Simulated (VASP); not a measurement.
# Zr (Im-3m) in VASP: a series of runs, part 2 of 2

VASP 6.6.1. Earlier steps stand in the parts before.

**4. Single point, PBE (22.53 Å³/atom)**

This run uses another cell than the first one, of 22.53 Å³/atom.

INCAR reads:

```
SYSTEM = Zr
ALGO = Normal
EDIFF = 1E-6
ENCUT = 520
GGA = PE
ISIF = 2
ISMEAR = -1
LASPH = .TRUE.
LCHARG = .FALSE.
LREAL = .FALSE.
LWAVE = .FALSE.
NBANDS = 12
NELM = 60
PREC = Accurate
SIGMA = 0.03
```

KPOINTS reads:

```
k-points
0
G
  16 16 16
  0 0 0
```

POSCAR reads:

```
Zr
1.0
   -1.7793161062      1.7793161062      1.7793161062
    1.7793161062     -1.7793161062      1.7793161062
    1.7793161062      1.7793161062     -1.7793161062
Zr
1
Direct
    0.0000000000      0.0000000000      0.0000000000
```

Potentials or basis: VASP PAW PBE potentials, release 64 (Zr_sv).

Command:

```bash
$ cat potpaw_PBE.64/Zr_sv/POTCAR > POTCAR
$ mpirun -np 1 vasp_std > vasp.out
```

OUTCAR:

```text
SYSTEM = Zr
   EDIFF = 1E-6
   ENCUT = 520
   GGA = PE
   ISIF = 2
   ISMEAR = -1
   LASPH = .TRUE.
   LREAL = .FALSE.
   NELM = 60
   PREC = Accurate

 ion  position               nearest neighbor table
   1  0.000  0.000  0.000-

  LATTYP: Found a body centered cubic cell.
 ALAT       =     3.5586322124

  Lattice vectors:

 A1 = (  -1.7793161062,   1.7793161062,   1.7793161062)
 A2 = (   1.7793161062,  -1.7793161062,   1.7793161062)
 A3 = (   1.7793161062,   1.7793161062,  -1.7793161062)

Analysis of symmetry for initial positions (statically):
=====================================================================
 Subroutine PRICEL returns:
 Original cell was already a primitive cell.

 Routine SETGRP: Setting up the symmetry group for a
 body centered cubic supercell.

 Subroutine GETGRP returns: Found 48 space group operations
 (whereof 48 operations were pure point group operations)
 out of a pool of 48 trial point group operations.

The static configuration has the point symmetry O_h .

Analysis of symmetry for dynamics (positions and initial velocities):
=====================================================================
 Subroutine PRICEL returns:
 Original cell was already a primitive cell.

 Routine SETGRP: Setting up the symmetry group for a
 body centered cubic supercell.

 Subroutine GETGRP returns: Found 48 space group operations
 (whereof 48 operations were pure point group operations)
 out of a pool of 48 trial point group operations.

The dynamic configuration has the point symmetry O_h .

 Subroutine INISYM returns: Found 48 space group operations
 (whereof 48 operations are pure point group operations),
 and found     1 'primitive' translations

----------------------------------------------------------------------------------------

                                     Primitive cell

  volume of cell :      22.5330

  direct lattice vectors                    reciprocal lattice vectors
    -1.779316106  1.779316106  1.779316106     0.000000000  0.281006842  0.281006842
     1.779316106 -1.779316106  1.779316106     0.281006842  0.000000000  0.281006842
     1.779316106  1.779316106 -1.779316106     0.281006842  0.281006842  0.000000000

  length of vectors
     3.081865899  3.081865899  3.081865899     0.397403687  0.397403687  0.397403687

  position of ions in fractional coordinates (direct lattice)
     0.000000000  0.000000000  0.000000000

  ion indices of the primitive-cell ions
   primitive index   ion index
                 1           1

----------------------------------------------------------------------------------------

 KPOINTS: k-points

Automatic generation of k-mesh.
 Grid dimensions read from file:
 generate k-points for:   16   16   16

 Generating k-lattice:

  Cartesian coordinates                     Fractional coordinates (reciprocal lattice)
     0.000000000  0.017562928  0.017562928     0.062500000  0.000000000  0.000000000
     0.017562928  0.000000000  0.017562928     0.000000000  0.062500000  0.000000000
     0.017562928  0.017562928  0.000000000     0.000000000  0.000000000  0.062500000

  Length of vectors
     0.024837730  0.024837730  0.024837730

  Shift w.r.t. Gamma in fractional coordinates (k-lattice)
     0.000000000  0.000000000  0.000000000

 Subroutine IBZKPT returns following result:
 ===========================================

 Found    145 irreducible k-points:

 Following reciprocal coordinates:
            Coordinates               Weight
  0.000000  0.000000  0.000000      1.000000
  0.062500  0.000000  0.000000     12.000000
  0.125000  0.000000  0.000000     12.000000
  0.187500  0.000000  0.000000     12.000000
  0.250000  0.000000  0.000000     12.000000
  0.312500  0.000000  0.000000     12.000000
[... 16 lines left out ...]
  0.187500  0.187500  0.000000     24.000000
  0.250000  0.187500  0.000000     48.000000
 [... further k-points ...]
   k-points           NKPTS =    145   k-points in BZ     NKDIM =    145   number of bands    NBANDS=     12
   number of dos      NEDOS =    301   number of ions     NIONS =      1
   total plane-waves  NPLWV =  13824
   dimension x,y,z NGX =    24 NGY =   24 NGZ =   24
   dimension x,y,z NGXF=    48 NGYF=   48 NGZF=   48
   ions per type =               1
   NGX,Y,Z   is equivalent  to a cutoff of  12.95, 12.95, 12.95 a.u.
   NGXF,Y,Z  is equivalent  to a cutoff of  25.89, 25.89, 25.89 a.u.
 SYSTEM =  Zr
   PREC   = accura    normal or accurate (medium, high low for compatibility)
   ISTART =      0    job   : 0-new  1-cont  2-samecut
   ICHARG =      2    charge: 1-file 2-atom 10-const
   ISPIN  =      1    spin polarized calculation?
   LNONCOLLINEAR =      F non collinear calculations
   LSORBIT =      F    spin-orbit coupling
   LASPH  =      T    aspherical Exc in radial PAW
   ENCUT  =  520.0 eV  38.22 Ry    6.18 a.u.   5.73  5.73  5.73*2*pi/ulx,y,z
   NELM   =     60;   NELMIN=  2; NELMDL= -5     # of ELM steps
   EDIFF  = 0.1E-05   stopping-criterion for ELM
   LREAL  =      F    real-space projection
   EDIFFG = 0.1E-04   stopping-criterion for IOM
   NSW    =      0    number of steps for IOM
   IBRION =     -1    ionic relax: 0-MD 1-quasi-New 2-CG
   NFREE  =      0    steps in history (QN), initial steepest desc. (CG)
   ISIF   =      2    stress and relaxation
   ISYM   =      2    0-nonsym 1-usesym 2-fastsym
   POTIM  = 0.5000    time-step for ionic-motion
   TEBEG  =    0.0;   TEEND  =   0.0 temperature during run
   PSTRESS=    0.0 pullay stress
   NELECT =      12.0000    total number of electrons
   NUPDOWN=      -1.0000    fix difference up-down
   EMIN   =  10.00;   EMAX   =-10.00  energy-range for DOS
   EFERMI =   0.00;   METHOD = LEGACY
   ISMEAR =    -1;   SIGMA  =   0.03  broadening in eV -4-tet -1-fermi 0-gaus
   EFERMI_NEDOS =   21; number of points for ismear=-14 and -15
   IALGO  =     38    algorithm
   IMIX   =      4    mixing-type and parameters
     AMIX     =   0.40;   BMIX     =  1.00
     AMIX_MAG =   1.60;   BMIX_MAG =  1.00
  volume/ion in A,a.u.               =      22.53       152.06
  Fermi-wavevector in a.u.,A,eV,Ry     =   1.326973  2.507616 23.957924  1.760858
  Thomas-Fermi vector in A             =   2.456320
   LORBIT       =      0    0 simple, 1 ext, 2 COOP (PROOUT), +10 PAW based schemes
   GGA     = PE    functional components
   LHFCALC =     F    Hartree Fock is set to
   AEXX    =    0.0000 exact exchange contribution
   IVDW    =     0    specifies the selected vdW correction
   LEPSILON=     F    determine dielectric tensor
   LRPA    =     F    only Hartree local field effects (RPA)
 non-spin polarized calculation
  energy-cutoff  :      520.00
  volume of cell :       22.53
 maximum number of plane-waves:       622
   NGX = 11   NGY = 11   NGZ = 11

 number of electron      12.0000000 magnetization

 Free energy of the ion-electron system (eV)
  ---------------------------------------------------
  ext. energy  EPLUGINS =         0.00000000
  ---------------------------------------------------
  free energy    TOTEN  =        -8.43699043 eV

  energy without entropy =       -8.43111109  energy(sigma->0) =       -8.43405076

 E-fermi :   9.0721     XC(G=0): -11.2254

 val. band max:        9.0533405356   @ k =   0.3125   0.1875   0.1875
 cond. band min:       9.0755673450   @ k =  -0.3750  -0.4375   0.0625
 fundamental gap:      0.0222268093
 Fermi energy:         9.0721413765

 k-point     1 :       0.0000    0.0000    0.0000
  band No.  band energies     occupation
      1     -39.3519      2.00000
      2     -16.8169      2.00000
      3     -16.8169      2.00000
      4     -16.8169      2.00000
      5       3.6562      2.00000
      6      10.2162      0.00000
      7      10.2162      0.00000
      8      10.2162      0.00000
      9      12.7750      0.00000
     10      12.7750      0.00000
     11      21.5721      0.00000
     12      21.5721      0.00000
[... 331 lines left out ...]
 k-point    24 :       0.2500    0.1875    0.0000
  band No.  band energies     occupation
      1     -39.1991      2.00000
      2     -17.6561      2.00000
      3     -17.1618      2.00000
      4     -16.9091      2.00000
      5       6.8566      2.00000
      6       8.5379      2.00000
      7       9.1080      0.46467
      8      12.2533      0.00000
      9      13.4786      0.00000
     10      14.9145      0.00000
     11      20.4557      0.00000
     12      22.0733      0.00000

 [... further k-points ...]

------------------------ aborting loop because EDIFF is reached ----------------------------------------

  FORCE on cell =-STRESS in cart. coord.  units (eV):
  Direction    XX          YY          ZZ          XY          YZ          ZX
  --------------------------------------------------------------------------------------
  -------------------------------------------------------------------------------------
  Total        0.1693562      0.1693562      0.1693562     -0.0000000     -0.0000000      0.0000000
  in kB       12.0418233     12.0418233     12.0418233     -0.0000000     -0.0000000      0.0000000
  external PRESSURE =      12.0418233 kB  Pullay stress =       0.0000000 kB

 VOLUME and BASIS-vectors are now :
 -----------------------------------------------------------------------------
  energy-cutoff  :      520.00
  volume of cell :       22.53
      direct lattice vectors                 reciprocal lattice vectors
    -1.779316106  1.779316106  1.779316106     0.000000000  0.281006842  0.281006842
     1.779316106 -1.779316106  1.779316106     0.281006842  0.000000000  0.281006842
     1.779316106  1.779316106 -1.779316106     0.281006842  0.281006842  0.000000000

 POSITION                                       TOTAL-FORCE (eV/Angst)
 -----------------------------------------------------------------------------------
      0.00000      0.00000      0.00000        -0.000000     -0.000000      0.000000
 -----------------------------------------------------------------------------------
    total drift:                                0.000000      0.000000      0.000000

  FREE ENERGIE OF THE ION-ELECTRON SYSTEM (eV)
  ---------------------------------------------------
  free  energy   TOTEN  =        -8.4369904257 eV

  energy  without entropy=       -8.4311110921  energy(sigma->0) =       -8.43405076
```

OSZICAR:

```text
N       E                     dE             d eps       ncg     rms          rms(c)
DAV:   1     0.876728919165E+02    0.87673E+02   -0.69019E+03  3504   0.100E+03
DAV:   2    -0.568149144333E+01   -0.93354E+02   -0.90619E+02  4048   0.272E+02
DAV:   3    -0.868500140615E+01   -0.30035E+01   -0.29564E+01  5112   0.415E+01
DAV:   4    -0.874671444398E+01   -0.61713E-01   -0.61663E-01  4092   0.578E+00
DAV:   5    -0.874824227730E+01   -0.15278E-02   -0.15278E-02  4904   0.629E-01    0.108E+01
DAV:   6    -0.848035573684E+01    0.26789E+00   -0.35733E-01  3764   0.555E+00    0.438E+00
DAV:   7    -0.843388052115E+01    0.46475E-01   -0.18458E-01  4324   0.378E+00    0.670E-01
DAV:   8    -0.843699732391E+01   -0.31168E-02   -0.11075E-02  4072   0.121E+00    0.887E-02
DAV:   9    -0.843699884156E+01   -0.15177E-05   -0.39919E-04  4508   0.169E-01    0.249E-02
DAV:  10    -0.843699437981E+01    0.44617E-05   -0.16141E-05  4076   0.416E-02    0.666E-03
DAV:  11    -0.843699057483E+01    0.38050E-05   -0.16587E-06  3752   0.119E-02    0.221E-03
DAV:  12    -0.843699042570E+01    0.14913E-06   -0.85491E-08  2000   0.225E-03
   1 F= -.84369904E+01 E0= -.84340508E+01  d E =-.587933E-02
```

stdout:

```text
POSCAR found type information on POSCAR Zr
 POSCAR found :  1 types and       1 ions
 scaLAPACK will be used
 LDA part: xc-table for (Slater+PW92), standard interpolation
 POSCAR, INCAR and KPOINTS ok, starting setup
 FFT: planning ... GRIDC
 FFT: planning ... GRID_SOFT
 FFT: planning ... GRID
 WAVECAR not read
 entering main loop
```

Run time: 19 s. Hardware: 1 thread of Intel Xeon Platinum 8375C at 2.90GHz (Ice Lake), shared host; peak memory 0.16 GiB.

What came out:

| Quantity | Value |
| --- | --- |
| Free energy | -8.4370 eV |
| Pressure | 1.2 GPa |
| Band gap on the k mesh | zero (bands 6 and 7 overlap by 1.90 eV) |

**5. Single point, PBE (23.13 Å³/atom)**

This run uses another cell than the first one, of 23.13 Å³/atom.

INCAR reads:

```
ALGO = Normal
EDIFF = 1E-6
ENCUT = 520
GGA = PE
ISIF = 2
ISMEAR = -1
LASPH = T
LCHARG = F
LREAL = F
LWAVE = F
NBANDS = 12
NELM = 100
PREC = Accurate
SIGMA = 0.03
```

KPOINTS reads:

```
k-points
0
Gamma
  16 16 16
```

POSCAR reads:

```
Zr
1.0
   -1.7947891968      1.7947891968      1.7947891968
    1.7947891968     -1.7947891968      1.7947891968
    1.7947891968      1.7947891968     -1.7947891968
Zr
1
Direct
    0.0000000000      0.0000000000      0.0000000000
```

Command:

```bash
$ cat potpaw_PBE.64/Zr_sv/POTCAR > POTCAR
$ mpirun -np 1 vasp_std > vasp.out
```

It took 18 s on 1 thread of Intel Xeon Platinum 8375C at 2.90GHz (Ice Lake), shared host; peak memory 0.16 GiB.

Results (log left out):

- Free energy: -8.4374 eV
- Pressure: -1.1 GPa
- Band gap on the k mesh: zero (bands 6 and 7 overlap by 1.86 eV)

Levels at points of the mesh, in eV from the Fermi level:
```
           k point  band 3  band 4  band 5  band 6  band 7  band 8  band 9  band 10
(0.00, 0.00, 0.00)  -25.98  -25.98   -5.38    1.13    1.13    1.13    3.61     3.61
(0.50, 0.00, 0.00)  -26.30  -25.99   -2.80   -0.67    1.62    3.61    4.28     6.35
(0.50, 0.50, 0.50)  -26.66  -26.66   -2.56   -2.56    5.67    5.67    5.67     7.45
```

**6. Single point, PBE (24.31 Å³/atom)**

This run uses another cell than the first one, of 24.31 Å³/atom.

INCAR reads:

```
SYSTEM = Zr
  PREC = Accurate
  ENCUT = 520
  EDIFF = 1E-7
  ISMEAR = -1
  SIGMA = 0.03
  LREAL = .False.
  LASPH = .True.
  NELM = 100
  ALGO = Normal
  ISIF = 2
  LWAVE = .False.
  LCHARG = .False.
  GGA = PE
  NBANDS = 12
```

KPOINTS reads:

```
regular mesh
0
Gamma
  16 16 16
  0 0 0
```

POSCAR reads:

```
Zr
1.0
   -1.8249593561      1.8249593561      1.8249593561
    1.8249593561     -1.8249593561      1.8249593561
    1.8249593561      1.8249593561     -1.8249593561
Zr
1
Direct
    0.0000000000      0.0000000000      0.0000000000
```

Potentials or basis: VASP PAW PBE potentials, release 64 (Zr_sv).

Command:

```bash
$ cat potpaw_PBE.64/Zr_sv/POTCAR > POTCAR
$ mpirun -np 1 vasp_std > vasp.out
```

OUTCAR:

```text
SYSTEM = Zr
   PREC = Accurate
   ENCUT = 520
   EDIFF = 1E-7
   ISMEAR = -1
   LREAL = .False.
   LASPH = .True.
   NELM = 100
   ISIF = 2
   GGA = PE

 ion  position               nearest neighbor table
   1  0.000  0.000  0.000-

  LATTYP: Found a body centered cubic cell.
 ALAT       =     3.6499187122

  Lattice vectors:

 A1 = (  -1.8249593561,   1.8249593561,   1.8249593561)
 A2 = (   1.8249593561,  -1.8249593561,   1.8249593561)
[... 538 lines left out ...]
     12      20.4579      0.00000

 [... further k-points ...]

------------------------ aborting loop because EDIFF is reached ----------------------------------------

  FORCE on cell =-STRESS in cart. coord.  units (eV):
  Direction    XX          YY          ZZ          XY          YZ          ZX
  --------------------------------------------------------------------------------------
  -------------------------------------------------------------------------------------
  Total       -0.7532274     -0.7532274     -0.7532274      0.0000000     -0.0000000      0.0000000
  in kB      -49.6383273    -49.6383273    -49.6383273      0.0000000     -0.0000000      0.0000000
  external PRESSURE =     -49.6383273 kB  Pullay stress =       0.0000000 kB

 VOLUME and BASIS-vectors are now :
 -----------------------------------------------------------------------------
  energy-cutoff  :      520.00
  volume of cell :       24.31
      direct lattice vectors                 reciprocal lattice vectors
    -1.824959356  1.824959356  1.824959356     0.000000000  0.273978704  0.273978704
     1.824959356 -1.824959356  1.824959356     0.273978704  0.000000000  0.273978704
     1.824959356  1.824959356 -1.824959356     0.273978704  0.273978704  0.000000000

 POSITION                                       TOTAL-FORCE (eV/Angst)
 -----------------------------------------------------------------------------------
      0.00000      0.00000      0.00000        -0.000000     -0.000000      0.000000
 -----------------------------------------------------------------------------------
    total drift:                                0.000000      0.000000      0.000000

  FREE ENERGIE OF THE ION-ELECTRON SYSTEM (eV)
  ---------------------------------------------------
  free  energy   TOTEN  =        -8.4149975045 eV

  energy  without entropy=       -8.4087030933  energy(sigma->0) =       -8.41185030
```

OSZICAR:

```text
N       E                     dE             d eps       ncg     rms          rms(c)
DAV:   1     0.878845928189E+02    0.87885E+02   -0.69640E+03  3480   0.100E+03
DAV:   2    -0.567148522968E+01   -0.93556E+02   -0.90945E+02  4024   0.269E+02
DAV:   3    -0.870843432678E+01   -0.30369E+01   -0.29829E+01  5236   0.411E+01
DAV:   4    -0.877753749409E+01   -0.69103E-01   -0.69064E-01  4040   0.593E+00
DAV:   5    -0.877915234322E+01   -0.16148E-02   -0.16148E-02  5008   0.636E-01    0.933E+00
DAV:   6    -0.846937778085E+01    0.30977E+00   -0.40054E-01  3724   0.577E+00    0.358E+00
DAV:   7    -0.841227997656E+01    0.57098E-01   -0.20062E-01  4164   0.387E+00    0.674E-01
DAV:   8    -0.841500074675E+01   -0.27208E-02   -0.11767E-02  4192   0.121E+00    0.134E-01
DAV:   9    -0.841501182409E+01   -0.11077E-04   -0.57723E-04  4556   0.218E-01    0.238E-02
DAV:  10    -0.841499882009E+01    0.13004E-04   -0.27197E-05  4428   0.493E-02    0.168E-02
DAV:  11    -0.841499745334E+01    0.13668E-05   -0.21334E-06  4452   0.137E-02    0.237E-03
DAV:  12    -0.841499750453E+01   -0.51196E-07   -0.64342E-08  3044   0.219E-03
   1 F= -.84149975E+01 E0= -.84118503E+01  d E =-.629441E-02
```

Run time: 18 s. Hardware: 1 thread of Intel Xeon Platinum 8375C at 2.90GHz (Ice Lake), shared host; peak memory 0.16 GiB.

What came out:

```yaml
Free_energy: -8.4150 eV
Pressure: -5.0 GPa
Band_gap_on_the_k_mesh: zero (bands 6 and 7 overlap by 1.78 eV)
```

Levels at points of the mesh, in eV from the Fermi level:
```csv
k point,band 3,band 4,band 5,band 6,band 7,band 8,band 9,band 10
"(0.00, 0.00, 0.00)",-26.17,-26.17,-5.30,1.09,1.09,1.09,3.45,3.45
"(0.50, 0.00, 0.00)",-26.43,-26.17,-2.66,-0.60,1.42,3.41,4.05,5.97
"(0.50, 0.50, 0.50)",-26.75,-26.75,-2.36,-2.36,5.35,5.35,5.35,7.08
```

Caveat: the cell stands under tension.

**7. Summary**

```csv
spin,cell,gap on the mesh (eV),pressure (GPa)
off,"a = 3.135 Å, angles 109.5°, 1 atom",none,-3.1
"non-collinear, zero start, SOC","a = 3.135 Å, angles 109.5°, 1 atom",-,-3.2
off,"a = 3.082 Å, angles 109.5°, 1 atom",none,1.2
off,"a = 3.109 Å, angles 109.5°, 1 atom",none,-1.1
off,"a = 3.161 Å, angles 109.5°, 1 atom",none,-5.0
```

Alike in all rows: task single point; level PBE; potentials or basis VASP PAW PBE potentials, release 64 (Zr_sv); k mesh 16 × 16 × 16; cutoff (eV) 520; smearing fermi-dirac 0.03 eV.

Caveats: the cell stands under tension (at least some runs).

Absolute energies hang on the potentials; compare differences alone.
